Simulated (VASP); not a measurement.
A run of VASP 6.6.1 is set up as follows.

File INCAR:

```
  PREC = Accurate
  ENCUT = 520
  EDIFF = 1E-6
  ISMEAR = -1
  SIGMA = 0.05
  LREAL = False
  LASPH = True
  NELM = 60
  ALGO = Normal
  ISIF = 2
  LWAVE = False
  LCHARG = False
  GGA = PS
  NBANDS = 33
```

File KPOINTS:

```
Automatic mesh
0
Gamma
  5 5 2
```

The input POSCAR:

```
NbTeN
1.0
    3.5842730000      0.0000000000      0.0000000000
    0.0000000000      3.5842730000      0.0000000000
    0.0000000000      0.0000000000      9.5461040000
Nb Te N
2 2 2
Direct
    0.5000000000      0.0000000000      0.1143750000
    0.0000000000      0.5000000000      0.8856250000
    0.5000000000      0.0000000000      0.6986270000
    0.0000000000      0.5000000000      0.3013730000
    0.5000000000      0.5000000000      0.0000000000
    0.0000000000      0.0000000000      0.0000000000
```

Potentials or basis: VASP PAW PBE potentials, release 64 (Nb_sv, Te, N).

Run with:

```bash
$ cat potpaw_PBE.64/Nb_sv/POTCAR potpaw_PBE.64/Te/POTCAR potpaw_PBE.64/N/POTCAR > POTCAR
$ mpirun -np 1 vasp_std > vasp.out
```

**Question.** Estimate the pressure.

**Answer.** -6.3 GPa.

**Question.** What does it give for the band gap on the k mesh?

**Answer.** Zero (bands 24 and 25 overlap by 0.29 eV).

**Question.** What does it give for the largest force?

**Answer.** 0.970 eV/Å.

Forces in eV/Å, atoms in the order of the input:
```
Nb   0.000  0.000 -0.970
Nb   0.000  0.000  0.970
Te   0.000  0.000  0.230
Te   0.000  0.000 -0.230
N    0.000  0.000  0.000
N    0.000  0.000  0.000
```

Caveat: the cell stands under tension; the PAW data sets were made with another functional, which shifts forces and pressure a little; spin-orbit coupling is left out, which moves the levels of the heavy elements; this functional lacks dispersion, which binds layers or chains, so the pressure and a relaxed spacing across them are unreliable.
